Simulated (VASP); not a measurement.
Runs of VASP 6.6.1 on H19C2NO8. The cells are those of the table. 

```tsv
cell	gap on the mesh (eV)	pressure (GPa)	largest force (eV/Å)
a = 7.519 Å, 30 atoms	(b)	-0.1	(d)
a = 6.837, b = 6.841, c = 6.095 Å, 30 atoms	4.49	1.7	(a)
a = 6.303, b = 6.318, c = 5.977 Å, 30 atoms	5.24	10.8	2.64
a = 6.814, b = 6.216, c = 5.588 Å, 30 atoms	(c)	4.3	2.15
```

Alike in all rows: task single point; level PBE; potentials or basis VASP PAW PBE potentials, release 64 (O, H, C, N); no spin polarisation; k mesh 1 × 1 × 1; cutoff (eV) 520; smearing fermi-dirac 0.05 eV.

**Question.** Estimate the missing entries.

**Answer.** (a) 2.43; (b) 4.47; (c) 4.93; (d) 4.63.

Caveats: all runs use coarse meshes.

A k mesh can miss the band edges.
